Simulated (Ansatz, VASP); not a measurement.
# Two plane-wave programs on PbSe

```
CELL_PARAMETERS angstrom
0.00000 3.06781 3.06781
3.06781 0.00000 3.06781
3.06781 3.06781 0.00000
ATOMIC_POSITIONS crystal
Pb 0.50000 0.50000 0.50000
Se 0.00000 0.00000 0.00000
```

Alike in both runs: task single point; functional BLYP; dispersion D3(BJ); k mesh 6 × 6 × 6; occupations gaussian, width 0.05 eV; no spin polarisation.

```csv
,VASP,Ansatz
version,VASP 6.6.1,Ansatz 0.2.0
potentials or method,"VASP PAW PBE potentials, release 64 (Pb_d, Se), cutoff 500 eV","scalar-relativistic, plane waves, PAW"
valence electrons in the cell,20,30
```

```tsv
	VASP	Ansatz	Ansatz less VASP
gap on the k mesh at the Fermi level (eV)	0.42	0.43	+0.017
least direct gap on the mesh (eV)	0.42	0.43	+0.017
pressure (GPa)	0.7	0.5	-0.17
```

VASP's potentials were made for PBE, not for BLYP. VASP's potentials hold 20 valence electrons a cell and Ansatz's 30, so a difference there can come from the potentials and not from the codes.

Spin-orbit coupling is off throughout.
